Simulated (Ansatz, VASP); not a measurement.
PbO2: VASP beside Ansatz

File INCAR:

```
SYSTEM = PbO2
  ALGO = Normal
  EDIFF = 1E-6
  ENCUT = 600
  GGA = PE
  GGA_COMPAT = .False.
  ISIF = 2
  ISMEAR = 0
  LASPH = .True.
  LCHARG = .False.
  LREAL = .False.
  LWAVE = .False.
  NBANDS = 64
  NELM = 120
  PREC = Accurate
  SIGMA = 0.1
```

Contents of KPOINTS:

```
k-points
0
Gamma
  6 4 2
  0 0 0
```

POSCAR

```
PbO2
1.0
    3.7336750955      0.0000000000      0.0000000000
    0.0000000000      3.8458574743      0.0000000000
    0.0000000000      0.0000000000     11.4132726695
Pb O
4 8
Direct
    0.7430765835      0.4557652121      0.3723941218
    0.7569234165      0.5442347879      0.8723941218
    0.2569234165      0.9557652121      0.1276058782
    0.2430765835      0.0442347879      0.6276058782
    0.2586538366      0.5044422869      0.9674757845
    0.2413461634      0.4955577131      0.4674757845
    0.7481694145      0.9576635723      0.2816972909
    0.7518305855      0.0423364277      0.7816972909
    0.2518305855      0.4576635723      0.2183027091
    0.2481694145      0.5423364277      0.7183027091
    0.7586538366      0.9955577131      0.0325242155
    0.7413461634      0.0044422869      0.5325242155
```

Input for Ansatz:

```yaml
crystal:
  lattice:
    - [3.7336750955, 0.0, 0.0]
    - [0.0, 3.8458574743, 0.0]
    - [0.0, 0.0, 11.4132726695]
  atoms:
    - { symbol: Pb, position: [0.7430765835, 0.4557652121, 0.3723941218] }
    - { symbol: Pb, position: [0.7569234165, 0.5442347879, 0.8723941218] }
    - { symbol: Pb, position: [0.2569234165, 0.9557652121, 0.1276058782] }
    - { symbol: Pb, position: [0.2430765835, 0.0442347879, 0.6276058782] }
    - { symbol: O, position: [0.2586538366, 0.5044422869, 0.9674757845] }
    - { symbol: O, position: [0.2413461634, 0.4955577131, 0.4674757845] }
    - { symbol: O, position: [0.7481694145, 0.9576635723, 0.2816972909] }
    - { symbol: O, position: [0.7518305855, 0.0423364277, 0.7816972909] }
    - { symbol: O, position: [0.2518305855, 0.4576635723, 0.2183027091] }
    - { symbol: O, position: [0.2481694145, 0.5423364277, 0.7183027091] }
    - { symbol: O, position: [0.7586538366, 0.9955577131, 0.0325242155] }
    - { symbol: O, position: [0.7413461634, 0.0044422869, 0.5325242155] }
basis:
  ecutwfc: 420
kpoints:
  mp_grid: { grid: [6, 4, 2] }
hamiltonian:
  xc: pbe
scf:
  occupations: { method: gaussian, width: 0.1 }
  lower_state_search: "off"
output:
  forces: true
  stress: true
  eigenvalues: true
```

Change from the starting cell: the structure that the rattled cell fell into.

Alike in both runs: task single point; functional PBE; k mesh 6 × 4 × 2; occupations gaussian, width 0.1 eV; no spin polarisation.

|  | VASP | Ansatz |
| --- | --- | --- |
| version | VASP 6.6.1 | Ansatz 0.2.0 |
| potentials or method | VASP PAW PBE potentials, release 64 (Pb_d, O), cutoff 600 eV | scalar-relativistic, plane waves, PAW |
| valence electrons in the cell | 104 | 104 |

|  | VASP | Ansatz | Ansatz less VASP |
| --- | --- | --- | --- |
| gap on the k mesh at the Fermi level (eV) | none | none | - |
| pressure (GPa) | 0.4 | 0.3 | -0.11 |
| traceless stress, the component that is largest in VASP (GPa) | 0.60 | 0.70 | +0.092 |
| rms of the force components (eV/Å) | 0.040 | 0.036 | -0.0040 |

Atom by atom the forces differ by 0.012 eV/Å (rms over components). A gap of «none» marks a metal or a gap that the smearing closes.

The k mesh is coarse, so the values compare programs but aren't converged. Spin-orbit coupling is off throughout.
